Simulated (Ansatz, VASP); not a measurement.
Cu in VASP and in Ansatz

File POSCAR:

```
Cu
1.0
    0.0000000000      1.7881324402      1.7881324402
    1.7881324402      0.0000000000      1.7881324402
    1.7881324402      1.7881324402      0.0000000000
Cu
1
Direct
    0.0000000000      0.0000000000      0.0000000000
```

File INCAR.step1:

```
SYSTEM = Cu
PREC = Accurate
ENCUT = 520
ISMEAR = -1
SIGMA = 0.1
LREAL = .False.
LASPH = .True.
NELM = 60
NBANDS = 12
GGA = PE
ALGO = Normal
EDIFF = 1E-4
LWAVE = .True.
LCHARG = .False.
```

Contents of INCAR.step2:

```
SYSTEM = Cu
PREC = Accurate
ENCUT = 520
EDIFF = 1E-7
ISMEAR = -1
SIGMA = 0.1
LREAL = .False.
LASPH = .True.
NELM = 60
ALGO = Normal
ISIF = 2
LWAVE = .False.
LCHARG = .False.
METAGGA = R2SCAN
LMIXTAU = .True.
NBANDS = 12
ISTART = 1
```

The input KPOINTS:

```
regular mesh
0
Gamma
  12 12 12
  0 0 0
```

Input for Ansatz:

```yaml
crystal:
  lattice:
    - [0.0, 1.7881324402, 1.7881324402]
    - [1.7881324402, 0.0, 1.7881324402]
    - [1.7881324402, 1.7881324402, 0.0]
  atoms:
    - { symbol: Cu, position: [0.0, 0.0, 0.0] }
hamiltonian:
  xc: r2scan
  pseudopotentials:
    kind: paw
    azcp:
      Cu: "pseudopotentials/Cu.paw.azcp"
basis:
  ecutwfc: 500
  fft_grid_basis: typed
kpoints:
  mp_grid: { grid: [12, 12, 12], shift: [0, 0, 0] }
magnetization:
  spin_polarized: false
scf:
  occupations: { method: fermi_dirac, width: 0.1 }
  lower_state_search: "off"
output:
  stress: true
```

Alike in both runs: task single point; functional r2SCAN; k mesh 12 × 12 × 12; occupations fermi-dirac, width 0.1 eV; no spin polarisation.

```csv
,VASP,Ansatz
version,VASP 6.6.1,Ansatz 0.2.0
potentials or method,"VASP PAW PBE potentials, release 64 (Cu), cutoff 520 eV","plane waves (500 eV) with PAW, scalar-relativistic"
valence electrons in the cell,11,19
```

```csv
,VASP,Ansatz,Ansatz less VASP
pressure (GPa),0.7,0.1,-0.63
```

VASP's potentials were made for PBE, not for r2SCAN. The functional is the same, so the differences come from potentials, cutoffs and numerics. VASP's potentials hold 11 valence electrons a cell and Ansatz's 19, so a difference there can come from the potentials and not from the codes.
